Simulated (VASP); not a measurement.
A run of VASP 6.6.1:

File INCAR:

```
SYSTEM = H6C2O
PREC = Accurate
ENCUT = 520
EDIFF = 1E-7
ISMEAR = -1
SIGMA = 0.02
LREAL = Auto
LASPH = .TRUE.
NELM = 80
ALGO = Normal
ISIF = 2
LWAVE = .FALSE.
LCHARG = .FALSE.
GGA = PE
IVDW = 12
IBRION = 2
NSW = 35
EDIFFG = -0.3
```

File KPOINTS:

```
Automatic mesh
0
G
  1 1 1
  0 0 0
```

Contents of POSCAR:

```
H6C2O
1.0
    7.5290720000      0.0000000000      0.0000000000
    0.0000000000      7.5290720000      0.0000000000
    0.0000000000      0.0000000000      7.5290720000
C O H
8 4 24
Direct
    0.7727410000      0.8855255000      0.7873894000
    0.9084911000      1.0218085000      0.7297295000
    0.9967062000      0.3203575000      0.2660726000
    0.8443794000      0.2985168000      0.1370558000
    0.2785655000      0.6270040000      0.0357110000
    0.3790257000      0.5500119000      0.1916142000
    0.5572645000      0.4131557000      0.6143161000
    0.6671219000      0.5018884000      0.7570876000
    1.0646082000      0.9921467000      0.8329863000
    0.6966030000      0.2328409000      0.2358643000
    0.5583750000      0.6095265000      0.1772555000
    0.8490352000      0.4823029000      0.7077087000
    1.1526485000      1.0792207000      0.7967847000
    0.9366866000      1.0074969000      0.5871893000
    0.8566114000      1.1566037000      0.7510903000
    0.6492432000      0.9013521000      0.7126554000
    0.8240898000      0.7517737000      0.7650208000
    0.7441096000      0.9007036000      0.9287274000
    0.5980049000      0.2183907000      0.1539306000
    0.8126297000      0.4266153000      0.0746036000
    0.8814954000      0.2056198000      0.0307070000
    1.1147290000      0.3706492000      0.1980378000
    0.9599617000      0.4135147000      0.3709448000
    1.0287458000      0.1927813000      0.3271002000
    0.6239772000      0.5606357000      0.2770030000
    0.3190953000      0.5946649000      0.3170414000
    0.3720369000      0.4041999000      0.1888669000
    0.1393046000      0.5859913000      0.0391344000
    0.2847349000      0.7718331000      0.0393235000
    0.3376136000      0.5815941000     -0.0886990000
    0.9206740000      0.5389941000      0.7987994000
    0.6308981000      0.6429046000      0.7680328000
    0.6411668000      0.4395294000      0.8865295000
    0.4156376000      0.4236651000      0.6446264000
    0.5824050000      0.4760181000      0.4860864000
    0.5926616000      0.2728841000      0.6044425000
```

Potentials or basis: VASP PAW PBE potentials, release 64 (C, O, H).

The run is started by

```bash
$ cat potpaw_PBE.64/C/POTCAR potpaw_PBE.64/O/POTCAR potpaw_PBE.64/H/POTCAR > POTCAR
$ mpirun -np 1 vasp_gam > vasp.out
```

Hardware: 1 thread of Intel(R) Xeon(R) 6975P-C (Granite Rapids), with other jobs on the host.

Problem. Estimate the wall time of this run.

Solution. Wall time 2.8 min on 1 thread of Intel(R) Xeon(R) 6975P-C (Granite Rapids) (shared host), peak memory 0.45 GiB. Counts: scf iterations 83, k points 1, ion steps 8.
